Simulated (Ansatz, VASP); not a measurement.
## One calculation of LiBr, two programs

```
Li Br
1.0
     0.00000    2.73972    2.73972
     2.73972    0.00000    2.73972
     2.73972    2.73972    0.00000
Li Br
1 1
Direct
  0.00000 0.00000 0.00000
  0.50000 0.50000 0.50000
```

Alike in both runs: functional r2SCAN; k mesh 9 × 9 × 9; occupations fermi-dirac, width 0.02 eV; no spin polarisation.

Ansatz relaxed the structure, and its values are those at the end. VASP's run is a single point on that final structure, the one shown.

|  | VASP | Ansatz |
| --- | --- | --- |
| version | VASP 6.6.1 | Ansatz 0.2.0 |
| potentials or method | VASP PAW PBE potentials, release 64 (Li_sv, Br) | PAW with Ansatz's default frozen-core files, scalar-relativistic |
| plane-wave cutoff (eV) | 830 | 500 |
| valence electrons in the cell | 10 | 10 |

Ansatz gave:

```
pressure (GPa) : 0.0
```

Task: What did VASP give for the same quantities?

Result: Pressure (GPa): -0.4.

VASP's potentials were made for PBE, not for r2SCAN.
